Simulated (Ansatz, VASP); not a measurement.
# Na2Al2O: VASP beside Ansatz

INCAR

```
ALGO     = Normal         # electronic algorithm
EDIFF    = 1E-6           # SCF threshold, eV
EDIFFG   = -0.04          # ionic threshold
ENCUT    = 600            # plane-wave cutoff, eV
GGA      = PE             # functional
IBRION   = 2              # ionic algorithm
ISIF     = 3              # what is computed and relaxed
ISMEAR   = 0              # smearing method
LASPH    = True           # aspherical terms in the spheres
LCHARG   = False          # write CHGCAR
LREAL    = False          # projectors in reciprocal space
LWAVE    = False          # write WAVECAR
NELM     = 80             # most SCF steps
NSW      = 90             # ionic steps
PREC     = Accurate       # precision mode
SIGMA    = 0.1            # smearing width, eV
```

KPOINTS

```
k-points
0
Gamma
  6 6 4
```

File POSCAR:

```
Na2Al2O
1.0
    4.5681688800      0.0000000000      0.0000000000
   -2.2840844400      3.9561503000      0.0000000000
    0.0000000000      0.0000000000      5.0284879700
Na Al O
2 2 1
Direct
    0.3333333300      0.6666666700      0.1445680600
    0.6666666700      0.3333333300      0.1445680600
    0.3333333300      0.6666666700      0.6581900900
    0.6666666700      0.3333333300      0.6581900900
    0.0000000000      0.0000000000      0.1795685500
```

Input for Ansatz:

```yaml
crystal:
  lattice:
    - [4.56816888, 0.0, 0.0]
    - [-2.28408444, 3.9561503, 0.0]
    - [0.0, 0.0, 5.02848797]
  atoms:
    - { symbol: Na, position: [0.33333333, 0.66666667, 0.14456806] }
    - { symbol: Na, position: [0.66666667, 0.33333333, 0.14456806] }
    - { symbol: Al, position: [0.33333333, 0.66666667, 0.65819009] }
    - { symbol: Al, position: [0.66666667, 0.33333333, 0.65819009] }
    - { symbol: O, position: [0.0, 0.0, 0.17956855] }
basis:
  ecutwfc: 420
kpoints:
  mp_grid: { grid: [6, 6, 4] }
hamiltonian:
  xc: pbe
scf:
  occupations: { method: gaussian, width: 0.1 }
  lower_state_search: "off"
output:
  forces: true
  stress: true
  eigenvalues: true
relax:
  adjacent_minimum: "off"
  f_tol: 0.04
  max_steps: 70
  cell: { stress_tol: 0.4 }
```

Alike in both runs: task relaxation of cell and atoms; functional PBE; k mesh 6 × 6 × 4; occupations gaussian, width 0.1 eV; no spin polarisation.

|  | VASP | Ansatz |
| --- | --- | --- |
| version | VASP 6.6.1 | Ansatz 0.2.0 |
| potentials or method | VASP PAW PBE potentials, release 64 (Na_pv, Al, O), cutoff 600 eV | scalar-relativistic, plane waves, PAW |
| valence electrons in the cell | 26 | 30 |

Ansatz gave:

```
gap on the k mesh at the Fermi level, each at its own relaxed structure (eV) : none
relaxed volume (Å³/atom)                                                     : 22.40
relaxed length of the cell vector where the two differ most in proportion (Å)              : 6.822
```

Problem. Which values does VASP return?

Solution. gap on the k mesh at the Fermi level, each at its own relaxed structure (eV): none; relaxed volume (Å³/atom): 21.87; relaxed length of the cell vector where the two differ most in proportion (Å): 6.664.

A gap of «none» marks a metal or a gap that the smearing closes. VASP's potentials hold 26 valence electrons a cell and Ansatz's 30, so a difference there can come from the potentials and not from the codes.

Noted on VASP's run: the volume moved by over 15 % at a fixed basis, so the end points are rough.
